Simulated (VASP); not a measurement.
# TaN (Fm-3m) in VASP: notebook

Aim: see how the results for TaN move with the level of theory and the settings. Levels: r2SCAN, PBE. Tasks: single point.

Program: VASP 6.6.1. These are calculated values, not measurements. Logs are shortened: lines on timing, memory, paths and dates and some standing lists are left out, and cuts for length are marked.

### Step 1. The cell of the first run

The structure is cubic, space group Fm-3m (No. 225). The conventional cell has a = 4.396 Å, b = 4.396 Å, c = 4.396 Å, α = 90.00°, β = 90.00°, γ = 90.00°. Ta (site symmetry m-3m) has 6 N at 2.20 Å within 2.9 Å. Within 2.9 Å of N (site symmetry m-3m) lie 6 Ta at 2.20 Å.

### Step 2. Single point, r2SCAN

File POSCAR:

```
TaN
1.0
    0.0000000000      2.1979132428      2.1979132428
    2.1979132428      0.0000000000      2.1979132428
    2.1979132428      2.1979132428      0.0000000000
Ta N
1 1
Direct
    0.5000000000      0.5000000000      0.5000000000
    0.0000000000      0.0000000000      0.0000000000
```

File INCAR.step1:

```
ALGO     = Normal         # electronic algorithm
EDIFF    = 1E-5           # SCF threshold, eV
ENCUT    = 660            # plane-wave cutoff, eV
GGA      = PE             # functional
GGA_COMPAT= F            
ISMEAR   = -1             # smearing method
LASPH    = T              # aspherical terms in the spheres
LCHARG   = F              # write CHGCAR
LREAL    = F              # projectors in reciprocal space
LWAVE    = T              # write WAVECAR
NBANDS   = 16             # bands
NELM     = 120            # most SCF steps
PREC     = Accurate       # precision mode
SIGMA    = 0.05           # smearing width, eV
```

File INCAR.step2:

```
ALGO     = Normal         # electronic algorithm
EDIFF    = 1E-6           # SCF threshold, eV
ENCUT    = 660            # plane-wave cutoff, eV
GGA_COMPAT= F            
ISIF     = 2              # what is computed and relaxed
ISMEAR   = -1             # smearing method
ISTART   = 1            
LASPH    = T              # aspherical terms in the spheres
LCHARG   = F              # write CHGCAR
LMIXTAU  = T            
LREAL    = F              # projectors in reciprocal space
LWAVE    = F              # write WAVECAR
METAGGA  = R2SCAN         # meta-GGA
NBANDS   = 16             # bands
NELM     = 120            # most SCF steps
PREC     = Accurate       # precision mode
SIGMA    = 0.05           # smearing width, eV
```

File KPOINTS:

```
k-points
0
Gamma
  10 10 10
```

Potentials or basis: VASP PAW PBE potentials, release 64 (Ta_sv_GW, N).

Run with:

```console
cat potpaw_PBE.64/Ta_sv_GW/POTCAR potpaw_PBE.64/N/POTCAR > POTCAR
cp INCAR.step1 INCAR
mpirun -np 1 vasp_std > vasp.out
cp INCAR.step2 INCAR
mpirun -np 1 vasp_std > vasp.out
```

OUTCAR:

```text
EDIFF = 1E-6
   ENCUT = 660
   ISIF = 2
   ISMEAR = -1
   ISTART = 1
   LASPH = T
   LREAL = F
   METAGGA = R2SCAN
   NELM = 120
   PREC = Accurate

 ion  position               nearest neighbor table
   1  0.500  0.500  0.500-   2 2.20   2 2.20   2 2.20   2 2.20   2 2.20   2 2.20
   2  0.000  0.000  0.000-   1 2.20   1 2.20   1 2.20   1 2.20   1 2.20   1 2.20

  LATTYP: Found a face centered cubic cell.
 ALAT       =     4.3958264856

  Lattice vectors:

 A1 = (   0.0000000000,   2.1979132428,   2.1979132428)
 A2 = (   2.1979132428,   0.0000000000,   2.1979132428)
 A3 = (   2.1979132428,   2.1979132428,   0.0000000000)

Analysis of symmetry for initial positions (statically):
=====================================================================
 Subroutine PRICEL returns:
 Original cell was already a primitive cell.

 Routine SETGRP: Setting up the symmetry group for a
 face centered cubic supercell.

 Subroutine GETGRP returns: Found 48 space group operations
 (whereof 48 operations were pure point group operations)
 out of a pool of 48 trial point group operations.

The static configuration has the point symmetry O_h .

Analysis of symmetry for dynamics (positions and initial velocities):
=====================================================================
 Subroutine PRICEL returns:
 Original cell was already a primitive cell.

 Routine SETGRP: Setting up the symmetry group for a
 face centered cubic supercell.

 Subroutine GETGRP returns: Found 48 space group operations
 (whereof 48 operations were pure point group operations)
 out of a pool of 48 trial point group operations.

The dynamic configuration has the point symmetry O_h .

 Subroutine INISYM returns: Found 48 space group operations
 (whereof 48 operations are pure point group operations),
 and found     1 'primitive' translations

----------------------------------------------------------------------------------------

                                     Primitive cell

  volume of cell :      21.2355

  direct lattice vectors                    reciprocal lattice vectors
     0.000000000  2.197913243  2.197913243    -0.227488506  0.227488506  0.227488506
     2.197913243  0.000000000  2.197913243     0.227488506 -0.227488506  0.227488506
     2.197913243  2.197913243  0.000000000     0.227488506  0.227488506 -0.227488506

  length of vectors
     3.108318717  3.108318717  3.108318717     0.394021651  0.394021651  0.394021651

  position of ions in fractional coordinates (direct lattice)
     0.500000000  0.500000000  0.500000000
     0.000000000  0.000000000  0.000000000

  ion indices of the primitive-cell ions
   primitive index   ion index
                 1           1
                 2           2

----------------------------------------------------------------------------------------

 KPOINTS: k-points

Automatic generation of k-mesh.
 Grid dimensions read from file:
 generate k-points for:   10   10   10

 Generating k-lattice:

  Cartesian coordinates                     Fractional coordinates (reciprocal lattice)
    -0.022748851  0.022748851  0.022748851     0.100000000  0.000000000  0.000000000
     0.022748851 -0.022748851  0.022748851     0.000000000  0.100000000  0.000000000
     0.022748851  0.022748851 -0.022748851     0.000000000  0.000000000  0.100000000

  Length of vectors
     0.039402165  0.039402165  0.039402165

  Shift w.r.t. Gamma in fractional coordinates (k-lattice)
     0.000000000  0.000000000  0.000000000

 Subroutine IBZKPT returns following result:
 ===========================================

 Found     47 irreducible k-points:

 Following reciprocal coordinates:
            Coordinates               Weight
  0.000000  0.000000  0.000000      1.000000
  0.100000  0.000000  0.000000      8.000000
  0.200000  0.000000  0.000000      8.000000
  0.300000  0.000000  0.000000      8.000000
  0.400000  0.000000  0.000000      8.000000
  0.500000  0.000000  0.000000      4.000000
[... 16 lines left out ...]
  0.300000  0.300000  0.000000      6.000000
  0.400000  0.300000  0.000000     24.000000
 [... further k-points ...]
   k-points           NKPTS =     47   k-points in BZ     NKDIM =     47   number of bands    NBANDS=     16
   number of dos      NEDOS =    301   number of ions     NIONS =      2
   total plane-waves  NPLWV =  21952
   dimension x,y,z NGX =    28 NGY =   28 NGZ =   28
   dimension x,y,z NGXF=    56 NGYF=   56 NGZF=   56
   ions per type =               1   1
   NGX,Y,Z   is equivalent  to a cutoff of  14.98, 14.98, 14.98 a.u.
   NGXF,Y,Z  is equivalent  to a cutoff of  29.95, 29.95, 29.95 a.u.
 SYSTEM =  unknown system
   PREC   = accura    normal or accurate (medium, high low for compatibility)
   ISTART =      1    job   : 0-new  1-cont  2-samecut
   ICHARG =      0    charge: 1-file 2-atom 10-const
   ISPIN  =      1    spin polarized calculation?
   LNONCOLLINEAR =      F non collinear calculations
   LSORBIT =      F    spin-orbit coupling
   LASPH  =      T    aspherical Exc in radial PAW
   ENCUT  =  660.0 eV  48.51 Ry    6.96 a.u.   6.51  6.51  6.51*2*pi/ulx,y,z
   NELM   =    120;   NELMIN=  2; NELMDL=  0     # of ELM steps
   EDIFF  = 0.1E-05   stopping-criterion for ELM
   LREAL  =      F    real-space projection
   EDIFFG = 0.1E-04   stopping-criterion for IOM
   NSW    =      0    number of steps for IOM
   IBRION =     -1    ionic relax: 0-MD 1-quasi-New 2-CG
   NFREE  =      0    steps in history (QN), initial steepest desc. (CG)
   ISIF   =      2    stress and relaxation
   ISYM   =      2    0-nonsym 1-usesym 2-fastsym
   POTIM  = 0.5000    time-step for ionic-motion
   TEBEG  =    0.0;   TEEND  =   0.0 temperature during run
   PSTRESS=    0.0 pullay stress
   NELECT =      18.0000    total number of electrons
   NUPDOWN=      -1.0000    fix difference up-down
   EMIN   =  10.00;   EMAX   =-10.00  energy-range for DOS
   EFERMI =   0.00;   METHOD = LEGACY
   ISMEAR =    -1;   SIGMA  =   0.05  broadening in eV -4-tet -1-fermi 0-gaus
   EFERMI_NEDOS =   21; number of points for ismear=-14 and -15
   IALGO  =     38    algorithm
   IMIX   =      4    mixing-type and parameters
     AMIX     =   0.40;   BMIX     =  1.00
     AMIX_MAG =   1.60;   BMIX_MAG =  1.00
  volume/ion in A,a.u.               =      10.62        71.65
  Fermi-wavevector in a.u.,A,eV,Ry     =   1.549334  2.927817 32.659923  2.400437
  Thomas-Fermi vector in A             =   2.654156
   LORBIT       =      0    0 simple, 1 ext, 2 COOP (PROOUT), +10 PAW based schemes
   METAGGA = R2SCAN    functional components
   LHFCALC =     F    Hartree Fock is set to
   AEXX    =    0.0000 exact exchange contribution
   IVDW    =     0    specifies the selected vdW correction
   LEPSILON=     F    determine dielectric tensor
   LRPA    =     F    only Hartree local field effects (RPA)
 non-spin polarized calculation
  energy-cutoff  :      660.00
  volume of cell :       21.24
 maximum number of plane-waves:       869
 NGX is ok and might be reduce to    28
   NGX = 13   NGY = 13   NGZ = 13

 number of electron      18.0000000 magnetization

 Free energy of the ion-electron system (eV)
  ---------------------------------------------------
  ext. energy  EPLUGINS =         0.00000000
  ---------------------------------------------------
  free energy    TOTEN  =       -62.22331896 eV

  energy without entropy =      -62.21786791  energy(sigma->0) =      -62.22059343

 E-fermi :  13.9131     XC(G=0): -14.7741

 val. band max:       13.7962581167   @ k =  -0.2000   0.2000   0.0000
 cond. band min:      13.9492577505   @ k =  -0.3000   0.3000   0.1000
 fundamental gap:      0.1529996339
 Fermi energy:        13.9131417111

 k-point     1 :       0.0000    0.0000    0.0000
  band No.  band energies     occupation
      1     -57.7841      2.00000
      2     -23.2597      2.00000
      3     -23.2597      2.00000
      4     -23.2597      2.00000
      5      -6.1100      2.00000
      6       9.7444      2.00000
[... 8 lines left out ...]
     15      23.5603      0.00000
     16      38.5444      0.00000

 k-point     2 :       0.1000    0.0000    0.0000
  band No.  band energies     occupation
      1     -57.7784      2.00000
      2     -23.3501      2.00000
      3     -23.2676      2.00000
      4     -23.2676      2.00000
      5      -5.8688      2.00000
      6       8.6374      2.00000
[... 8 lines left out ...]
     15      24.2969      0.00000
     16      35.8605      0.00000

 k-point     3 :       0.2000    0.0000    0.0000
  band No.  band energies     occupation
      1     -57.7635      2.00000
      2     -23.5799      2.00000
      3     -23.2883      2.00000
      4     -23.2883      2.00000
      5      -5.2120      2.00000
      6       6.7535      2.00000
[... 8 lines left out ...]
     15      25.9894      0.00000
     16      32.6685      0.00000

 k-point     4 :       0.3000    0.0000    0.0000
  band No.  band energies     occupation
      1     -57.7451      2.00000
      2     -23.8516      2.00000
      3     -23.3137      2.00000
      4     -23.3137      2.00000
      5      -4.3207      2.00000
      6       4.9602      2.00000
[... 8 lines left out ...]
     15      26.5727      0.00000
     16      30.4581      0.00000
[... 324 lines left out ...]
 k-point    22 :      -0.2000    0.2000    0.0000
  band No.  band energies     occupation
      1     -57.7387      2.00000
      2     -23.8020      2.00000
      3     -23.4816      2.00000
      4     -23.3040      2.00000
      5      -4.2546      2.00000
      6       4.8698      2.00000
[... 8 lines left out ...]
     15      27.1380      0.00000
     16      27.5036      0.00000

 k-point    23 :       0.3000    0.3000    0.0000
  band No.  band energies     occupation
      1     -57.7323      2.00000
      2     -23.7782      2.00000
      3     -23.4495      2.00000
      4     -23.4495      2.00000
      5      -4.7009      2.00000
      6       5.2928      2.00000
[... 8 lines left out ...]
     15      27.6007      0.00000
     16      30.1113      0.00000

 k-point    24 :       0.4000    0.3000    0.0000
  band No.  band energies     occupation
      1     -57.7205      2.00000
      2     -23.8817      2.00000
      3     -23.5060      2.00000
      4     -23.4796      2.00000
      5      -4.5673      2.00000
      6       5.5083      2.00000
[... 8 lines left out ...]
     15      25.2241      0.00000
     16      29.7745      0.00000

 [... further k-points ...]

------------------------ aborting loop because EDIFF is reached ----------------------------------------

  FORCE on cell =-STRESS in cart. coord.  units (eV):
  Direction    XX          YY          ZZ          XY          YZ          ZX
  --------------------------------------------------------------------------------------
  -------------------------------------------------------------------------------------
  Total       -0.0063781     -0.0063781     -0.0063781      0.0000000      0.0000000      0.0000000
  in kB       -0.4812162     -0.4812162     -0.4812162      0.0000000      0.0000000      0.0000000
  external PRESSURE =      -0.4812162 kB  Pullay stress =       0.0000000 kB

 VOLUME and BASIS-vectors are now :
 -----------------------------------------------------------------------------
  energy-cutoff  :      660.00
  volume of cell :       21.24
      direct lattice vectors                 reciprocal lattice vectors
     0.000000000  2.197913243  2.197913243    -0.227488506  0.227488506  0.227488506
     2.197913243  0.000000000  2.197913243     0.227488506 -0.227488506  0.227488506
     2.197913243  2.197913243  0.000000000     0.227488506  0.227488506 -0.227488506

 POSITION                                       TOTAL-FORCE (eV/Angst)
 -----------------------------------------------------------------------------------
      2.19791      2.19791      2.19791        -0.000000     -0.000000     -0.000000
      0.00000      0.00000      0.00000         0.000000      0.000000      0.000000
 -----------------------------------------------------------------------------------
    total drift:                                0.000000      0.000000      0.000000

  FREE ENERGIE OF THE ION-ELECTRON SYSTEM (eV)
  ---------------------------------------------------
  free  energy   TOTEN  =       -62.2233189559 eV

  energy  without entropy=      -62.2178679091  energy(sigma->0) =      -62.22059343
```

Wall time 62 s (1 thread of AMD EPYC 9R45 (Zen 5), shared host); peak memory 0.16 GiB.

What came out:

```yaml
Free_energy: -62.2233 eV
Pressure: 0.0 GPa
Band_gap_on_the_k_mesh: zero (band 9 reaches 15.82 eV, above the bottom of band 10 at 11.73 eV)
```

Caveat: the PAW data sets were made with another functional, which shifts forces and pressure a little; spin-orbit coupling is left out, which moves the levels of the heavy elements.

### Step 3. Single point, PBE

This run uses another cell than the first one, of 10.16 Å³/atom, 0.957 times its volume.

File INCAR:

```
SYSTEM = TaN
PREC = Accurate ; ENCUT = 600
EDIFF = 1E-6 ; ISMEAR = -1
SIGMA = 0.05 ; LREAL = .False.
LASPH = .True. ; NELM = 120
ALGO = Normal ; ISIF = 2
LWAVE = .False. ; LCHARG = .False.
GGA = PE ; NBANDS = 16
GGA_COMPAT = .False.
```

File KPOINTS:

```
Automatic mesh
0
Gamma
  10 10 10
  0 0 0
```

File POSCAR:

```
TaN
1.0
    0.0000000000      2.1661812927      2.1661812927
    2.1661812927      0.0000000000      2.1661812927
    2.1661812927      2.1661812927      0.0000000000
Ta N
1 1
Direct
    0.5000000000      0.5000000000      0.5000000000
    0.0000000000      0.0000000000      0.0000000000
```

Potentials or basis: VASP PAW PBE potentials, release 64 (Ta_sv_GW, N).

Run with:

```console
cat potpaw_PBE.64/Ta_sv_GW/POTCAR potpaw_PBE.64/N/POTCAR > POTCAR
mpirun -np 1 vasp_std > vasp.out
```

Run time: 14 s. Hardware: 1 thread of Intel Xeon Platinum 8488C (Sapphire Rapids), shared host; peak memory 0.15 GiB.

Results (log left out):

```yaml
Free_energy: -24.2914 eV
Pressure: 21.8 GPa
Band_gap_on_the_k_mesh: zero (band 9 reaches 16.57 eV, above the bottom of band 10 at 12.29 eV)
```

Levels at points of the mesh, in eV from the Fermi level:
```csv
k point,band 5,band 6,band 7,band 8,band 9,band 10,band 11,band 12,band 13,band 14
"(0.00, 0.00, 0.00)",-19.24,-3.97,-3.97,-3.97,-2.26,-2.26,-2.26,0.06,0.06,1.87
"(0.50, 0.00, 0.00)",-15.94,-10.77,-7.93,-7.93,2.02,2.02,2.11,3.91,8.00,8.00
"(0.50, 0.50, 0.00)",-17.99,-6.74,-5.80,-4.75,-4.75,2.25,3.79,3.79,5.00,7.31
```

Caveat: spin-orbit coupling is left out, which moves the levels of the heavy elements.
